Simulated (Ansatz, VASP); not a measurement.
# One calculation of InAs, two programs

The input INCAR:

```
  PREC = Accurate
  ENCUT = 500
  EDIFF = 1E-6
  ISMEAR = 0
  SIGMA = 0.1
  LREAL = False
  LASPH = True
  NELM = 120
  ALGO = Normal
  ISIF = 2
  LWAVE = False
  LCHARG = False
  GGA = PE
  NBANDS = 16
  GGA_COMPAT = False
```

File KPOINTS:

```
regular mesh
0
Gamma
  6 6 4
```

POSCAR

```
InAs
1.0
    3.0004923406      0.0000000000      0.0000000000
    0.0000000000      3.0004923406      0.0000000000
    0.0000000000      0.0000000000      5.8831027185
In As
1 1
Direct
    0.0000000000      0.0000000000      0.0000000000
    0.0000000000      0.0000000000      0.5000000000
```

Input for Ansatz:

```yaml
crystal:
  lattice:
    - [3.0004923406, 0.0, 0.0]
    - [0.0, 3.0004923406, 0.0]
    - [0.0, 0.0, 5.8831027185]
  atoms:
    - { symbol: In, position: [0.0, 0.0, 0.0] }
    - { symbol: As, position: [0.0, 0.0, 0.5] }
basis:
  ecutwfc: 420
kpoints:
  mp_grid: { grid: [6, 6, 4] }
hamiltonian:
  xc: pbe
scf:
  occupations: { method: gaussian, width: 0.1 }
output:
  forces: true
  stress: true
  eigenvalues: true
```

Alike in both runs: task single point; functional PBE; k mesh 6 × 6 × 4; occupations gaussian, width 0.1 eV; no spin polarisation.

```csv
,VASP,Ansatz
version,VASP 6.6.1,Ansatz 0.2.0
potentials or method,"VASP PAW PBE potentials, release 64 (In_d, As), cutoff 500 eV","scalar-relativistic, plane waves, PAW"
valence electrons in the cell,18,28
```

```csv
,VASP,Ansatz,Ansatz less VASP
gap on the k mesh at the Fermi level (eV),none,none,-
pressure (GPa),-3.4,-3.4,0.00
"traceless stress, the component that is largest in VASP (GPa)",3.72,3.72,-0.006
```

A gap of «none» marks a metal or a gap that the smearing closes. VASP's potentials hold 18 valence electrons a cell and Ansatz's 28, so a difference there can come from the potentials and not from the codes.
